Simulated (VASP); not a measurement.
A run of VASP 6.6.1 is set up as follows.

Contents of POSCAR:

```
NaF
1.0
    0.0000000000      2.3929990000      2.3233000000
    2.3929990000      0.0000000000      2.3233000000
    2.3929990000      2.3929990000      0.0000000000
Na F
1 1
Direct
    0.0000000000      0.0000000000      0.0000000000
    0.5000000000      0.5000000000      0.5000000000
```

INCAR.step1

```
SYSTEM = NaF
  PREC = Accurate
  ENCUT = 520
  ISMEAR = 0
  SIGMA = 0.05
  LREAL = .FALSE.
  LASPH = .TRUE.
  NELM = 100
  NBANDS = 14
  GGA = PE
  ALGO = Normal
  EDIFF = 1E-4
  LWAVE = .TRUE.
  LCHARG = .FALSE.
```

INCAR.step2

```
SYSTEM = NaF
  PREC = Accurate
  ENCUT = 520
  EDIFF = 1E-6
  ISMEAR = 0
  SIGMA = 0.05
  LREAL = .FALSE.
  LASPH = .TRUE.
  NELM = 100
  ALGO = Normal
  ISIF = 2
  LWAVE = .FALSE.
  LCHARG = .FALSE.
  METAGGA = R2SCAN
  LMIXTAU = .TRUE.
  NBANDS = 14
  ISTART = 1
```

KPOINTS

```
regular mesh
0
G
  8 8 8
  0 0 0
```

Potentials or basis: VASP PAW PBE potentials, release 64 (Na_pv, F).

Command:

```console
$ cat potpaw_PBE.64/Na_pv/POTCAR potpaw_PBE.64/F/POTCAR > POTCAR
$ cp INCAR.step1 INCAR
$ mpirun -np 1 vasp_std > vasp.out
$ cp INCAR.step2 INCAR
$ mpirun -np 1 vasp_std > vasp.out
```

Estimate the pressure.

-4.6 GPa.

Estimate the band gap on the k mesh.

6.80 eV, direct.

Stress tensor (GPa, compression positive):
```
-5.27  0.00  0.00
 0.00 -5.27  0.00
 0.00  0.00 -3.34
```

Caveat: the cell differs from its parent crystal (strain +0.030 along x and y, +0.000 along z); the PAW data sets were made with another functional, which shifts forces and pressure a little.
